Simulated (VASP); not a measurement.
# GaP (F-43m) in VASP: a series of runs, part 2 of 3

VASP 6.6.1. Earlier steps stand in the parts before.

### 3 Vibrations by perturbation theory, PBE

This run uses another cell than the first one, of 18.98 Å³/atom.

INCAR reads:

```
SYSTEM = GaP
PREC = Accurate
ENCUT = 520
EDIFF = 1E-8
ISMEAR = 0
SIGMA = 0.01
LREAL = .False.
LASPH = .True.
NELM = 60
ALGO = Normal
ISIF = 2
LWAVE = .False.
LCHARG = .False.
GGA = PE
IBRION = 8
NSW = 1
LEPSILON = .True.
```

KPOINTS reads:

```
regular mesh
0
Gamma
  10 10 10
  0 0 0
```

POSCAR reads:

```
GaP
1.0
    0.0000000000      2.6675376284      2.6675376284
    2.6675376284      0.0000000000      2.6675376284
    2.6675376284      2.6675376284      0.0000000000
Ga P
1 1
Direct
    0.0000000000      0.0000000000      0.0000000000
    0.7500000000      0.7500000000      0.7500000000
```

Potentials or basis: VASP PAW PBE potentials, release 64 (Ga_d, P).

The run is started by

```sh
$ cat potpaw_PBE.64/Ga_d/POTCAR potpaw_PBE.64/P/POTCAR > POTCAR
$ mpirun -np 1 vasp_std > vasp.out
```

OUTCAR:

```text
SYSTEM = GaP
   PREC = Accurate
   ENCUT = 520
   EDIFF = 1E-8
   ISMEAR = 0
   LREAL = .False.
   LASPH = .True.
   NELM = 60
   ISIF = 2
   GGA = PE
   IBRION = 8
   NSW = 1
   LEPSILON = .True.

 ion  position               nearest neighbor table
   1  0.000  0.000  0.000-   2 2.31   2 2.31   2 2.31   2 2.31
   2  0.750  0.750  0.750-   1 2.31   1 2.31   1 2.31   1 2.31

  LATTYP: Found a face centered cubic cell.
 ALAT       =     5.3350752568

  Lattice vectors:

 A1 = (   0.0000000000,   2.6675376284,   2.6675376284)
 A2 = (   2.6675376284,   0.0000000000,   2.6675376284)
 A3 = (   2.6675376284,   2.6675376284,   0.0000000000)

Analysis of symmetry for initial positions (statically):
=====================================================================
 Subroutine PRICEL returns:
 Original cell was already a primitive cell.

 Routine SETGRP: Setting up the symmetry group for a
 face centered cubic supercell.

 Subroutine GETGRP returns: Found 24 space group operations
 (whereof 24 operations were pure point group operations)
 out of a pool of 48 trial point group operations.

The static configuration has the point symmetry T_d .

Analysis of symmetry for dynamics (positions and initial velocities):
=====================================================================
 Subroutine PRICEL returns:
 Original cell was already a primitive cell.

 Routine SETGRP: Setting up the symmetry group for a
 face centered cubic supercell.
[... 642 lines left out ...]

 PIEZOELECTRIC TENSOR (including local field effects)  for field in x, y, z        (C/m^2)
          XX          YY          ZZ          XY          YZ          ZX
  --------------------------------------------------------------------------------
  x     0.00000     0.00000     0.00000     0.00000     0.77066     0.00000
  y     0.00000    -0.00000     0.00000     0.00000     0.00000     0.77066
  z    -0.00000    -0.00000     0.00000     0.77066     0.00000     0.00000

 BORN EFFECTIVE CHARGES (including local field effects) (in |e|, cummulative output)
 ---------------------------------------------------------------------------------
 ion    1
    1     2.07889     0.00000     0.00000
    2    -0.00000     2.07889    -0.00000
    3     0.00000     0.00000     2.07889
 ion    2
    1    -2.07889     0.00000     0.00000
    2     0.00000    -2.07889     0.00000
    3     0.00000    -0.00000    -2.07889

 INTERNAL STRAIN TENSOR FOR ION    2 for displacements in x,y,z  (eV/Angst):
          X           Y           Z          XY          YZ          ZX
  --------------------------------------------------------------------------------
  x     0.00000     0.00000     0.00000     0.00000    10.19256     0.00000
  y     0.00000     0.00000     0.00000     0.00000     0.00000    10.19256
  z     0.00000     0.00000     0.00000    10.19256     0.00000     0.00000

 SECOND DERIVATIVES (NOT SYMMETRIZED)
 ------------------------------------
               1X          1Y          1Z          2X          2Y          2Z
  1X   -11.649672    0.000000    0.000000   11.649672    0.000000    0.000000
  1Y     0.000000  -11.649672    0.000000    0.000000   11.649672    0.000000
  1Z     0.000000    0.000000  -11.649672    0.000000    0.000000   11.649672
  2X    11.671363    0.000000    0.000000  -11.671363    0.000000    0.000000
  2Y     0.000000   11.671363    0.000000    0.000000  -11.671363    0.000000
  2Z     0.000000    0.000000   11.671363    0.000000    0.000000  -11.671363

 Eigenvectors and eigenvalues of the dynamical matrix
 ----------------------------------------------------

   1 f  =   11.529460 THz    72.441734 2PiTHz  384.581390 cm-1    47.681994 meV
             X         Y         Z           dx          dy          dz
      0.000000  0.000000  0.000000     0.000000   -0.554256   -0.000000
      4.001306  4.001306  4.001306    -0.000000    0.832346   -0.000000
[... 21 lines left out ...]
   6 f/i=    0.004947 THz     0.031083 2PiTHz    0.165012 cm-1     0.020459 meV
             X         Y         Z           dx          dy          dz
      0.000000  0.000000  0.000000     0.000051   -0.244423   -0.795649
      4.001306  4.001306  4.001306     0.000034   -0.162760   -0.529820

--------------------------------------------------------------------------------------------------------

 MACROSCOPIC STATIC DIELECTRIC TENSOR IONIC CONTRIBUTION
 ------------------------------------------------------
           1.766639    -0.000000     0.000000
          -0.000000     1.766639    -0.000000
           0.000000    -0.000000     1.766639
 ------------------------------------------------------

 ELASTIC MODULI CONTR FROM IONIC RELAXATION (kBar)
 Direction    XX          YY          ZZ          XY          YZ          ZX
 --------------------------------------------------------------------------------
 XX          -0.0000      0.0000      0.0000     -0.0000      0.0000     -0.0000
 YY           0.0000     -0.0000     -0.0000     -0.0000     -0.0000      0.0000
 ZZ           0.0000     -0.0000     -0.0000      0.0000     -0.0000     -0.0000
 XY          -0.0000     -0.0000      0.0000   -373.1537      0.0000      0.0000
 YZ           0.0000     -0.0000     -0.0000      0.0000   -373.1537      0.0000
 ZX          -0.0000      0.0000     -0.0000      0.0000      0.0000   -373.1537
 --------------------------------------------------------------------------------

 PIEZOELECTRIC TENSOR IONIC CONTR  for field in x, y, z        (C/m^2)
          XX          YY          ZZ          XY          YZ          ZX
  --------------------------------------------------------------------------------
  x     0.00000    -0.00000    -0.00000     0.00000    -0.76399     0.00000
  y    -0.00000     0.00000    -0.00000     0.00000     0.00000    -0.76399
  z    -0.00000    -0.00000     0.00000    -0.76399     0.00000    -0.00000
```

OSZICAR:

```text
N       E                     dE             d eps       ncg     rms          rms(c)
DAV:   1     0.796966252782E+02    0.79697E+02   -0.94943E+03  1259   0.203E+03
DAV:   2    -0.337189406233E+01   -0.83069E+02   -0.80434E+02  1327   0.333E+02
DAV:   3    -0.921691257451E+01   -0.58450E+01   -0.57863E+01  1542   0.750E+01
DAV:   4    -0.931832949232E+01   -0.10142E+00   -0.10135E+00  1527   0.106E+01
[... 202 lines left out ...]
RMM:   6    -0.480414610250E-01    0.17641E-04   -0.67571E-07  8670   0.113E-02    0.367E-03
RMM:   7    -0.480460725475E-01   -0.46115E-05   -0.81174E-08  8798   0.449E-03    0.159E-03
RMM:   8    -0.480427079085E-01    0.33646E-05    0.16376E-07  8613   0.163E-03    0.942E-05
RMM:   9    -0.480416874897E-01    0.10204E-05    0.70610E-09  8849   0.531E-04    0.933E-05
RMM:  10    -0.480416902239E-01   -0.27342E-08    0.63992E-09  8627   0.186E-04    0.840E-06
 Linear response finished
```

Run time: 12 min. Hardware: 1 thread of Intel Xeon 8259CL, shared host; peak memory 0.35 GiB.

What came out:

| Item | Value |
| --- | --- |
| Electronic dielectric tensor (diagonal) | 10.18 |
| Born charges (mean of the diagonal) | Ga +2.08; P -2.08 e |
| Highest phonon frequency at Γ, LO-TO splitting left out | 385 cm⁻¹ |

Phonon frequencies in cm⁻¹ (negative: imaginary):
| q point | frequencies |
| --- | --- |
| (0.000, 0.000, 0.000) | 0 0 0 385 385 385 |

Electronic dielectric tensor:
```
10.18  0.00  0.00
 0.00 10.18  0.00
 0.00  0.00 10.18
```

Born effective charge tensors (e):
atom 1, Ga
```
2.08 0.00 0.00
0.00 2.08 0.00
0.00 0.00 2.08
```
atom 2, P
```
-2.08  0.00  0.00
 0.00 -2.08  0.00
 0.00  0.00 -2.08
```

Caveat: the cell stands under pressure or tension, which shifts response properties.

[end of part 2 of 3]
